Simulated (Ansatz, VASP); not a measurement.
**SrO in VASP and in Ansatz**

```
CELL_PARAMETERS angstrom
0.00000 2.58054 2.58054
2.58054 0.00000 2.58054
2.58054 2.58054 0.00000
ATOMIC_POSITIONS crystal
Sr 0.50000 0.50000 0.50000
O 0.00000 0.00000 0.00000
```

Alike in both runs: functional r2SCAN; k mesh 10 × 10 × 10; occupations fermi-dirac, width 0.02 eV; no spin polarisation.

Ansatz relaxed the structure, and its values are those at the end. VASP's run is a single point on that final structure, the one shown.

|  | VASP | Ansatz |
| --- | --- | --- |
| version | VASP 6.6.1 | Ansatz 0.2.0 |
| potentials or method | VASP PAW PBE potentials, release 64 (Sr_sv, O), cutoff 520 eV | PAW plane waves |
| valence electrons in the cell | 16 | 16 |

```csv
,VASP,Ansatz,Ansatz less VASP
gap on the k mesh at the Fermi level (eV),3.75,3.80,+0.051
pressure (GPa),0.5,0.0,-0.50
```

VASP's potentials were made for PBE, not for r2SCAN. With one functional, cell and mesh, what is left measures potentials, basis and numerics.
